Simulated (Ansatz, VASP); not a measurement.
**One calculation of Ti, two programs**

The input POSCAR:

```
Ti
1.0
    2.9350879604      0.0000000000      0.0000000000
   -1.4675439802      2.5418607360      0.0000000000
    0.0000000000      0.0000000000      4.4529000000
Ti
2
Direct
    0.3333333333      0.6666666667      0.2500000000
    0.6666666667      0.3333333333      0.7500000000
```

The input INCAR.step1:

```
PREC = Accurate ; ENCUT = 520
ISMEAR = 1 ; SIGMA = 0.05
LREAL = F ; LASPH = T
NELM = 60 ; NBANDS = 19
GGA = PE ; ALGO = Normal
EDIFF = 1E-4 ; LWAVE = T
LCHARG = F
```

INCAR.step2

```
PREC = Accurate ; ENCUT = 520
EDIFF = 1E-7 ; ISMEAR = 1
SIGMA = 0.05 ; LREAL = F
LASPH = T ; NELM = 60
ALGO = Normal ; ISIF = 2
LWAVE = F ; LCHARG = F
METAGGA = R2SCAN ; LMIXTAU = T
NBANDS = 19 ; ISTART = 1
```

Contents of KPOINTS:

```
regular mesh
0
Gamma
  18 18 10
```

Input for Ansatz:

```yaml
crystal:
  lattice:
    - [2.9350879604, 0.0, 0.0]
    - [-1.4675439802, 2.541860736, 0.0]
    - [0.0, 0.0, 4.4529]
  atoms:
    - { symbol: Ti, position: [0.3333333333, 0.6666666667, 0.25] }
    - { symbol: Ti, position: [0.6666666667, 0.3333333333, 0.75] }
basis:
  ecutwfc: 520.0
kpoints:
  mp_grid: { grid: [18, 18, 10] }
hamiltonian:
  xc: r2scan
scf:
  occupations: { method: cold, width: 0.05 }
output:
  forces: true
  stress: true
  eigenvalues: true
```

Alike in both runs: task single point; functional r2SCAN; k mesh 18 × 18 × 10; no spin polarisation.

```csv
,VASP,Ansatz
version,VASP 6.6.1,Ansatz 0.2.0
potentials or method,"VASP PAW PBE potentials, release 64 (Ti_sv), cutoff 520 eV","scalar-relativistic, plane waves, PAW"
occupations,"methfessel-paxton of order 1, width 0.05 eV","cold, width 0.05 eV"
valence electrons in the cell,24,24
```

|  | VASP | Ansatz | Ansatz less VASP |
| --- | --- | --- | --- |
| gap on the k mesh at the Fermi level (eV) | none | none | - |
| pressure (GPa) | 5.5 | 5.1 | -0.41 |
| traceless stress, the component that is largest in VASP (GPa) | 3.60 | 3.55 | -0.042 |

VASP's potentials were made for PBE, not for r2SCAN. A gap of «none» marks a metal or a gap that the smearing closes.
